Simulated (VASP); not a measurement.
# TlMo (P4/mmm) in VASP: notebook

The runs below take TlMo through single point, relaxation of cell and atoms, with PBE.

Program: VASP 6.6.1. These are calculated values, not measurements. Logs are shortened: lines on timing, memory, paths and dates and some standing lists are left out, and cuts for length are marked.

## 1. The cell of the first run

It takes space group P4/mmm (No. 123, tetragonal). Conventional cell: a = 2.956 Å, b = 2.956 Å, c = 4.451 Å, α = 90.00°, β = 90.00°, γ = 90.00°. Within 3.9 Å of Tl (site symmetry 4/mmm) lie 4 Tl at 2.96 Å and 8 Mo at 3.05 Å. Mo (site symmetry 4/mmm) has 4 Mo at 2.96 Å and 8 Tl at 3.05 Å within 3.9 Å.

## 2. Single point, PBE

Input file INCAR:

```
SYSTEM = TlMo
PREC = Accurate ; ENCUT = 520
EDIFF = 1E-6 ; ISMEAR = 0
SIGMA = 0.1 ; LREAL = .False.
LASPH = .True. ; NELM = 60
ALGO = Fast ; ISIF = 2
LWAVE = .False. ; LCHARG = .False.
GGA = PE ; NBANDS = 20
```

Input file KPOINTS:

```
regular mesh
0
Gamma
  18 18 12
  0 0 0
```

Input file POSCAR:

```
TlMo
1.0
    2.9562758279      0.0000000000      0.0000000000
    0.0000000000      2.9562758279      0.0000000000
    0.0000000000      0.0000000000      4.4505776964
Tl Mo
1 1
Direct
    0.5000000000      0.5000000000      0.5000000000
    0.0000000000      0.0000000000      0.0000000000
```

Potentials or basis: VASP PAW PBE potentials, release 64 (Tl_d, Mo_sv).

Command:

```
$ cat potpaw_PBE.64/Tl_d/POTCAR potpaw_PBE.64/Mo_sv/POTCAR > POTCAR
$ mpirun -np 1 vasp_std > vasp.out
```

OUTCAR:

```text
SYSTEM = TlMo
   PREC = Accurate
   ENCUT = 520
   EDIFF = 1E-6
   ISMEAR = 0
   LREAL = .False.
   LASPH = .True.
   NELM = 60
   ISIF = 2
   GGA = PE

 ion  position               nearest neighbor table
   1  0.500  0.500  0.500-   2 3.05   2 3.05   2 3.05   2 3.05   2 3.05   2 3.05   2 3.05   2 3.05

   2  0.000  0.000  0.000-   1 3.05   1 3.05   1 3.05   1 3.05   1 3.05   1 3.05   1 3.05   1 3.05

  LATTYP: Found a simple tetragonal cell.
 ALAT       =     2.9562758279
 C/A-ratio  =     1.5054676747

  Lattice vectors:

 A1 = (   2.9562758279,   0.0000000000,   0.0000000000)
 A2 = (   0.0000000000,   2.9562758279,   0.0000000000)
 A3 = (   0.0000000000,   0.0000000000,   4.4505776964)

Analysis of symmetry for initial positions (statically):
=====================================================================
 Subroutine PRICEL returns:
 Original cell was already a primitive cell.

 Routine SETGRP: Setting up the symmetry group for a
 simple tetragonal supercell.

 Subroutine GETGRP returns: Found 16 space group operations
 (whereof 16 operations were pure point group operations)
 out of a pool of 16 trial point group operations.

The static configuration has the point symmetry D_4h.

Analysis of symmetry for dynamics (positions and initial velocities):
=====================================================================
 Subroutine PRICEL returns:
 Original cell was already a primitive cell.

 Routine SETGRP: Setting up the symmetry group for a
 simple tetragonal supercell.

 Subroutine GETGRP returns: Found 16 space group operations
 (whereof 16 operations were pure point group operations)
 out of a pool of 16 trial point group operations.

The dynamic configuration has the point symmetry D_4h.

 Subroutine INISYM returns: Found 16 space group operations
 (whereof 16 operations are pure point group operations),
 and found     1 'primitive' translations

----------------------------------------------------------------------------------------

                                     Primitive cell

  volume of cell :      38.8961

  direct lattice vectors                    reciprocal lattice vectors
     2.956275828  0.000000000  0.000000000     0.338263429  0.000000000  0.000000000
     0.000000000  2.956275828  0.000000000     0.000000000  0.338263429  0.000000000
     0.000000000  0.000000000  4.450577696     0.000000000  0.000000000  0.224689932

  length of vectors
     2.956275828  2.956275828  4.450577696     0.338263429  0.338263429  0.224689932

  position of ions in fractional coordinates (direct lattice)
     0.500000000  0.500000000  0.500000000
     0.000000000  0.000000000  0.000000000

  ion indices of the primitive-cell ions
   primitive index   ion index
                 1           1
                 2           2

----------------------------------------------------------------------------------------

 KPOINTS: regular mesh

Automatic generation of k-mesh.
 Grid dimensions read from file:
 generate k-points for:   18   18   12

 Generating k-lattice:

  Cartesian coordinates                     Fractional coordinates (reciprocal lattice)
     0.018792413  0.000000000  0.000000000     0.055555556  0.000000000  0.000000000
     0.000000000  0.018792413  0.000000000     0.000000000  0.055555556  0.000000000
     0.000000000  0.000000000  0.018724161     0.000000000  0.000000000  0.083333333

  Length of vectors
     0.018792413  0.018792413  0.018724161

  Shift w.r.t. Gamma in fractional coordinates (k-lattice)
     0.000000000  0.000000000  0.000000000

 Subroutine IBZKPT returns following result:
 ===========================================

 Found    385 irreducible k-points:

 Following reciprocal coordinates:
            Coordinates               Weight
  0.000000  0.000000  0.000000      1.000000
  0.055556  0.000000  0.000000      4.000000
  0.111111  0.000000  0.000000      4.000000
  0.166667  0.000000  0.000000      4.000000
  0.222222  0.000000  0.000000      4.000000
  0.277778  0.000000  0.000000      4.000000
[... 16 lines left out ...]
  0.277778  0.111111  0.000000      8.000000
  0.333333  0.111111  0.000000      8.000000
 [... further k-points ...]
   k-points           NKPTS =    385   k-points in BZ     NKDIM =    385   number of bands    NBANDS=     20
   number of dos      NEDOS =    301   number of ions     NIONS =      2
   total plane-waves  NPLWV =  20736
   dimension x,y,z NGX =    24 NGY =   24 NGZ =   36
   dimension x,y,z NGXF=    48 NGYF=   48 NGZF=   72
   ions per type =               1   1
   NGX,Y,Z   is equivalent  to a cutoff of  13.50, 13.50, 13.45 a.u.
   NGXF,Y,Z  is equivalent  to a cutoff of  26.99, 26.99, 26.89 a.u.
 SYSTEM =  TlMo
   PREC   = accura    normal or accurate (medium, high low for compatibility)
   ISTART =      0    job   : 0-new  1-cont  2-samecut
   ICHARG =      2    charge: 1-file 2-atom 10-const
   ISPIN  =      1    spin polarized calculation?
   LNONCOLLINEAR =      F non collinear calculations
   LSORBIT =      F    spin-orbit coupling
   LASPH  =      T    aspherical Exc in radial PAW
   ENCUT  =  520.0 eV  38.22 Ry    6.18 a.u.   5.50  5.50  8.28*2*pi/ulx,y,z
   NELM   =     60;   NELMIN=  2; NELMDL= -5     # of ELM steps
   EDIFF  = 0.1E-05   stopping-criterion for ELM
   LREAL  =      F    real-space projection
   EDIFFG = 0.1E-04   stopping-criterion for IOM
   NSW    =      0    number of steps for IOM
   IBRION =     -1    ionic relax: 0-MD 1-quasi-New 2-CG
   NFREE  =      0    steps in history (QN), initial steepest desc. (CG)
   ISIF   =      2    stress and relaxation
   ISYM   =      2    0-nonsym 1-usesym 2-fastsym
   POTIM  = 0.5000    time-step for ionic-motion
   TEBEG  =    0.0;   TEEND  =   0.0 temperature during run
   PSTRESS=    0.0 pullay stress
   NELECT =      27.0000    total number of electrons
   NUPDOWN=      -1.0000    fix difference up-down
   EMIN   =  10.00;   EMAX   =-10.00  energy-range for DOS
   EFERMI =   0.00;   METHOD = LEGACY
   ISMEAR =     0;   SIGMA  =   0.10  broadening in eV -4-tet -1-fermi 0-gaus
   EFERMI_NEDOS =   21; number of points for ismear=-14 and -15
   IALGO  =     68    algorithm
   IMIX   =      4    mixing-type and parameters
     AMIX     =   0.40;   BMIX     =  1.00
     AMIX_MAG =   1.60;   BMIX_MAG =  1.00
  volume/ion in A,a.u.               =      19.45       131.24
  Fermi-wavevector in a.u.,A,eV,Ry     =   1.449530  2.739215 28.587722  2.101138
  Thomas-Fermi vector in A             =   2.567246
   LORBIT       =      0    0 simple, 1 ext, 2 COOP (PROOUT), +10 PAW based schemes
   GGA     = PE    functional components
   LHFCALC =     F    Hartree Fock is set to
   AEXX    =    0.0000 exact exchange contribution
   IVDW    =     0    specifies the selected vdW correction
   LEPSILON=     F    determine dielectric tensor
   LRPA    =     F    only Hartree local field effects (RPA)
 non-spin polarized calculation
 RMM-DIIS sequential band-by-band and
 Gauss-broadening in eV      SIGMA  =   0.10
  energy-cutoff  :      520.00
  volume of cell :       38.90
 maximum number of plane-waves:      1068
 NGX is ok and might be reduce to    24
   NGX = 11   NGY = 11   NGZ = 17

 number of electron      26.9999996 magnetization

 Free energy of the ion-electron system (eV)
  ---------------------------------------------------
  ext. energy  EPLUGINS =         0.00000000
  ---------------------------------------------------
  free energy    TOTEN  =       -11.12423904 eV

  energy without entropy =      -11.10950529  energy(sigma->0) =      -11.11687216

 E-fermi :  10.5999     XC(G=0): -12.2167

 val. band max:       10.5904087823   @ k =   0.5000   0.0000   0.1667
 cond. band min:      10.6027493154   @ k =   0.3333   0.3333   0.5000
 fundamental gap:      0.0123405330
 Fermi energy:        10.5998679435

 k-point     1 :       0.0000    0.0000    0.0000
  band No.  band energies     occupation
      1     -50.5834      2.00000
      2     -24.6956      2.00000
      3     -24.4187      2.00000
      4     -24.4187      2.00000
      5      -2.4431      2.00000
      6      -2.0523      2.00000
[... 12 lines left out ...]
     19      18.1908      0.00000
     20      22.3085      0.00000

 k-point     2 :       0.0556    0.0000    0.0000
  band No.  band energies     occupation
      1     -50.5820      2.00000
      2     -24.6941      2.00000
      3     -24.4331      2.00000
      4     -24.4175      2.00000
      5      -2.4194      2.00000
      6      -2.0228      2.00000
[... 12 lines left out ...]
     19      18.3196      0.00000
     20      22.3943      0.00000

 k-point     3 :       0.1111    0.0000    0.0000
  band No.  band energies     occupation
      1     -50.5782      2.00000
      2     -24.6897      2.00000
      3     -24.4743      2.00000
      4     -24.4141      2.00000
      5      -2.3624      2.00000
      6      -1.9289      2.00000
[... 12 lines left out ...]
     19      18.6877      0.00000
     20      22.6187      0.00000

 k-point     4 :       0.1667    0.0000    0.0000
  band No.  band energies     occupation
      1     -50.5724      2.00000
      2     -24.6831      2.00000
      3     -24.5370      2.00000
      4     -24.4088      2.00000
      5      -2.2983      2.00000
      6      -1.7703      2.00000
[... 12 lines left out ...]
     19      19.2553      0.00000
     20      22.8598      0.00000

 k-point     5 :       0.2222    0.0000    0.0000
  band No.  band energies     occupation
      1     -50.5652      2.00000
      2     -24.6749      2.00000
      3     -24.6132      2.00000
      4     -24.4023      2.00000
      5      -2.2403      2.00000
      6      -1.5717      2.00000
[... 12 lines left out ...]
     19      19.9824      0.00000
     20      22.8986      0.00000
[... 353 lines left out ...]
      6      -1.7289      2.00000
[... 12 lines left out ...]
     19      18.1610      0.00000
     20      23.2417      0.00000

 k-point    22 :       0.2222    0.1111    0.0000
  band No.  band energies     occupation
      1     -50.5601      2.00000
      2     -24.6691      2.00000
      3     -24.6077      2.00000
      4     -24.4568      2.00000
      5      -2.0724      2.00000
      6      -1.5560      2.00000
[... 12 lines left out ...]
     19      18.6275      0.00000
     20      23.1214      0.00000

 k-point    23 :       0.2778    0.1111    0.0000
  band No.  band energies     occupation
      1     -50.5524      2.00000
      2     -24.6875      2.00000
      3     -24.6603      2.00000
      4     -24.4495      2.00000
      5      -2.0140      2.00000
      6      -1.4524      2.00000
[... 12 lines left out ...]
     19      19.1980      0.00000
     20      22.4182      0.00000

 k-point    24 :       0.3333    0.1111    0.0000
  band No.  band energies     occupation
      1     -50.5453      2.00000
      2     -24.7617      2.00000
      3     -24.6521      2.00000
      4     -24.4426      2.00000
      5      -1.9690      2.00000
      6      -1.5594      2.00000
[... 12 lines left out ...]
     19      19.7928      0.00000
     20      21.4015      0.00000

 [... further k-points ...]

------------------------ aborting loop because EDIFF is reached ----------------------------------------

  FORCE on cell =-STRESS in cart. coord.  units (eV):
  Direction    XX          YY          ZZ          XY          YZ          ZX
  --------------------------------------------------------------------------------------
  -------------------------------------------------------------------------------------
  Total        0.0220442      0.0220442      0.0245926      0.0000000     -0.0000000      0.0000000
  in kB        0.9080253      0.9080253      1.0129986      0.0000000     -0.0000000      0.0000000
  external PRESSURE =       0.9430164 kB  Pullay stress =       0.0000000 kB

 VOLUME and BASIS-vectors are now :
 -----------------------------------------------------------------------------
  energy-cutoff  :      520.00
  volume of cell :       38.90
      direct lattice vectors                 reciprocal lattice vectors
     2.956275828  0.000000000  0.000000000     0.338263429  0.000000000  0.000000000
     0.000000000  2.956275828  0.000000000     0.000000000  0.338263429  0.000000000
     0.000000000  0.000000000  4.450577696     0.000000000  0.000000000  0.224689932

 POSITION                                       TOTAL-FORCE (eV/Angst)
 -----------------------------------------------------------------------------------
      1.47814      1.47814      2.22529         0.000000      0.000000      0.000000
      0.00000      0.00000      0.00000         0.000000      0.000000      0.000000
 -----------------------------------------------------------------------------------
    total drift:                                0.000000      0.000000     -0.000000

  FREE ENERGIE OF THE ION-ELECTRON SYSTEM (eV)
  ---------------------------------------------------
  free  energy   TOTEN  =       -11.1242390406 eV

  energy  without entropy=      -11.1095052866  energy(sigma->0) =      -11.11687216
```

It took 5.1 min on 1 thread of Oxide Virtual Turin-like, shared host; peak memory 0.36 GiB.

Results:

| Item | Value |
| --- | --- |
| Free energy | -11.1242 eV |
| Pressure | 0.1 GPa |
| Band gap on the k mesh | zero (an odd number of electrons rules out a gap without spin polarisation) |

Caveat: spin-orbit coupling is left out, which moves the levels of the heavy elements.

## 3. Relaxation of cell and atoms, PBE

Input file INCAR:

```
SYSTEM = TlMo
PREC = Accurate
ENCUT = 600
EDIFF = 1E-6
ISMEAR = 0
SIGMA = 0.1
LREAL = .FALSE.
LASPH = .TRUE.
NELM = 100
ALGO = Fast
ISIF = 3
LWAVE = .FALSE.
LCHARG = .FALSE.
GGA = PE
IBRION = 2
NSW = 100
EDIFFG = -0.01
```

Input file KPOINTS:

```
regular mesh
0
G
  18 18 12
  0 0 0
```

Input file POSCAR:

```
TlMo
1.0
    2.9499284905      0.0000000000      0.0000000000
    0.0000000000      2.9499284905      0.0000000000
    0.0000000000      0.0000000000      4.4628347555
Tl Mo
1 1
Direct
    0.5000000000      0.5000000000      0.5000000000
    0.0000000000      0.0000000000      0.0000000000
```

Potentials or basis: VASP PAW PBE potentials, release 64 (Tl_d, Mo_sv).

Command:

```
$ cat potpaw_PBE.64/Tl_d/POTCAR potpaw_PBE.64/Mo_sv/POTCAR > POTCAR
$ mpirun -np 1 vasp_std > vasp.out
```

Wall time 24 min (1 thread of Oxide Virtual Turin-like, shared host); peak memory 0.42 GiB.

It converged, with:

```yaml
Free_energy: -11.1240 eV
Relaxed_volume: 19.47 Å³/atom
Relaxed_cell: a = 2.957 Å, b = 2.957 Å, c = 4.453 Å, α = 90.00°, β = 90.00°, γ = 90.00°
Space_group_after_relaxing_to_0.1_Å: P4/mmm (No. 123)
Energy_gained_by_relaxing: 0.1 meV/atom
Ionic_steps: 8
Pressure_after_relaxing: 0.0 GPa
Band_gap_on_the_k_mesh: zero (an odd number of electrons rules out a gap without spin polarisation)
```

Step by step:
```csv
step,energy change (eV),largest force (eV/Å),pressure (GPa),volume (Å³)
1,0.0000,0.0000,0.40,38.84
2,0.0001,0.0000,-0.54,39.11
3,-0.0002,0.0000,-0.03,38.95
4,-0.0002,0.0000,-0.02,38.96
5,-0.0001,0.0000,-0.31,39.03
6,-0.0002,0.0000,-0.03,38.96
7,-0.0002,0.0000,-0.03,38.95
8,-0.0002,0.0000,-0.01,38.94
```

Final structure:
```cif
data_structure
_symmetry_space_group_name_H-M 'P 1'
_symmetry_Int_Tables_number 1
_cell_length_a 2.9569
_cell_length_b 2.9569
_cell_length_c 4.4534
_cell_angle_alpha 90.000
_cell_angle_beta 90.000
_cell_angle_gamma 90.000
_cell_volume 38.94
loop_
_atom_site_label
_atom_site_type_symbol
_atom_site_fract_x
_atom_site_fract_y
_atom_site_fract_z
_atom_site_occupancy
Tl1 Tl 0.50000 0.50000 0.50000 1
Mo1 Mo 0.00000 0.00000 0.00000 1
```

Levels at points of the mesh, in eV from the Fermi level:
```csv
k point,band 10,band 11,band 12,band 13,band 14,band 15,band 16,band 17
"(0.00, 0.00, 0.00)",-10.84,-2.90,-2.76,-1.31,0.85,0.85,1.90,4.52
"(0.50, 0.00, 0.00)",-6.08,-5.25,-3.43,-2.31,-0.07,0.89,3.39,4.90
"(0.50, 0.50, 0.00)",-4.63,-1.03,-1.03,-0.88,-0.88,-0.19,1.38,3.25
"(0.00, 0.00, 0.50)",-9.62,-6.04,-2.87,-1.56,0.21,0.21,1.87,10.63
"(0.50, 0.00, 0.50)",-6.65,-3.42,-2.42,-1.53,0.20,0.25,1.02,1.57
"(0.50, 0.50, 0.50)",-4.09,-3.49,-3.49,-1.64,0.16,3.26,3.92,3.92
```

Caveat: spin-orbit coupling is left out, which moves the levels of the heavy elements.
